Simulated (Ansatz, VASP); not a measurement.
# LiCl in VASP and in Ansatz

The input POSCAR:

```
LiCl
1.0
    3.8941841338      0.0000000000      0.0000000000
   -1.9470920669      3.3724623869      0.0000000000
    0.0000000000      0.0000000000      6.2244575754
Li Cl
2 2
Direct
    0.3333333333      0.6666666667     -0.0031270712
    0.6666666667      0.3333333333      0.4968729288
    0.3333333333      0.6666666667      0.3781270712
    0.6666666667      0.3333333333      0.8781270712
```

INCAR.step1

```
SYSTEM = LiCl
ALGO = Normal ; EDIFF = 1E-4
ENCUT = 520 ; GGA = PE
ISMEAR = 0 ; LASPH = .TRUE.
LCHARG = .FALSE. ; LREAL = .FALSE.
LWAVE = .TRUE. ; NBANDS = 18
NELM = 80 ; PREC = Accurate
SIGMA = 0.01
```

Contents of INCAR.step2:

```
SYSTEM = LiCl
ALGO = Normal ; EDIFF = 1E-7
ENCUT = 520 ; ISIF = 2
ISMEAR = 0 ; ISTART = 1
LASPH = .TRUE. ; LCHARG = .FALSE.
LMIXTAU = .TRUE. ; LREAL = .FALSE.
LWAVE = .FALSE. ; METAGGA = R2SCAN
NBANDS = 18 ; NELM = 80
PREC = Accurate ; SIGMA = 0.01
```

KPOINTS

```
k-points
0
G
  12 12 4
  0 0 0
```

Input for Ansatz:

```yaml
crystal:
  lattice:
    - [3.8941841338, 0.0, 0.0]
    - [-1.9470920669, 3.3724623869, 0.0]
    - [0.0, 0.0, 6.2244575754]
  atoms:
    - { symbol: Li, position: [0.3333333333, 0.6666666667, -0.0031270712] }
    - { symbol: Li, position: [0.6666666667, 0.3333333333, 0.4968729288] }
    - { symbol: Cl, position: [0.3333333333, 0.6666666667, 0.3781270712] }
    - { symbol: Cl, position: [0.6666666667, 0.3333333333, 0.8781270712] }
kpoints:
  mp_grid: { grid: [12, 12, 4] }
  band_path:
    path:
      - [0.0, 0.0, 0.0]
      - [0.5, 0.0, 0.0]
      - [0.3333333333, 0.3333333333, 0.0]
      - [0.0, 0.0, 0.5]
      - [0.5, 0.0, 0.5]
      - [0.3333333333, 0.3333333333, 0.5]
    npoints: 1
hamiltonian:
  xc: r2scan
scf:
  occupations: { method: fixed }
  n_extra_bands: 5
output:
  forces: true
  stress: true
  eigenvalues: true
```

Alike in both runs: task single point; functional r2SCAN; k mesh 12 × 12 × 4; no spin polarisation.

```csv
,VASP,Ansatz
version,VASP 6.6.1,Ansatz 0.2.0
potentials or method,"VASP PAW PBE potentials, release 64 (Li_sv, Cl)","plane waves, PAW"
plane-wave cutoff (eV),520,500
occupations,"gaussian, width 0.01 eV",fixed
valence electrons in the cell,20,20
```

```csv
,VASP,Ansatz,Ansatz less VASP
gap on the k mesh at the Fermi level (eV),6.74,6.68,-0.055
```

VASP's potentials were made for PBE, not for r2SCAN.

Noted on VASP's run: the cutoff is short for stress, so the pressure is rough.
